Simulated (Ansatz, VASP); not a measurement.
**Si3Ni: VASP beside Ansatz**

Contents of INCAR:

```
SYSTEM = Si3Ni
PREC = Accurate ; ENCUT = 520
EDIFF = 1E-7 ; ISMEAR = 0
SIGMA = 0.1 ; LREAL = .False.
LASPH = .True. ; NELM = 80
ALGO = Normal ; ISIF = 2
LWAVE = .False. ; LCHARG = .False.
GGA = PE ; NBANDS = 19
```

KPOINTS

```
regular mesh
0
Gamma
  12 12 12
  0 0 0
```

The input POSCAR:

```
Si3Ni
1.0
    0.0000000000      3.2598496054      3.2598496054
    3.2598496054      0.0000000000      3.2598496054
    3.2598496054      3.2598496054      0.0000000000
Si Ni
3 1
Direct
    0.2500000000      0.2500000000      0.2500000000
    0.7500000000      0.7500000000      0.7500000000
    0.5000000000      0.5000000000      0.5000000000
    0.0000000000      0.0000000000      0.0000000000
```

Input for Ansatz:

```yaml
crystal:
  lattice:
    - [0.0, 3.2598496054, 3.2598496054]
    - [3.2598496054, 0.0, 3.2598496054]
    - [3.2598496054, 3.2598496054, 0.0]
  atoms:
    - { symbol: Si, position: [0.25, 0.25, 0.25] }
    - { symbol: Si, position: [0.75, 0.75, 0.75] }
    - { symbol: Si, position: [0.5, 0.5, 0.5] }
    - { symbol: Ni, position: [0.0, 0.0, 0.0] }
basis:
  ecutwfc: 420
kpoints:
  mp_grid: { grid: [12, 12, 12] }
hamiltonian:
  xc: pbe
scf:
  occupations: { method: gaussian, width: 0.1 }
  lower_state_search: "off"
output:
  forces: true
  stress: true
  eigenvalues: true
  write_density: true
  write_potential: true
  elf: true
  volumetric_format: npy
```

Alike in both runs: task single point; functional PBE; k mesh 12 × 12 × 12; occupations gaussian, width 0.1 eV; no spin polarisation.

|  | VASP | Ansatz |
| --- | --- | --- |
| version | VASP 6.6.1 | Ansatz 0.2.0 |
| potentials or method | VASP PAW PBE potentials, release 64 (Si, Ni), cutoff 520 eV | scalar-relativistic, plane waves, PAW |
| valence electrons in the cell | 22 | 30 |

```tsv
	VASP	Ansatz	Ansatz less VASP
gap on the k mesh at the Fermi level (eV)	none	none	-
pressure (GPa)	-16.6	-16.7	-0.07
```

A gap of «none» marks a metal or a gap that the smearing closes. The functional is the same, so the differences come from potentials, cutoffs and numerics. VASP's potentials hold 22 valence electrons a cell and Ansatz's 30, so a difference there can come from the potentials and not from the codes.
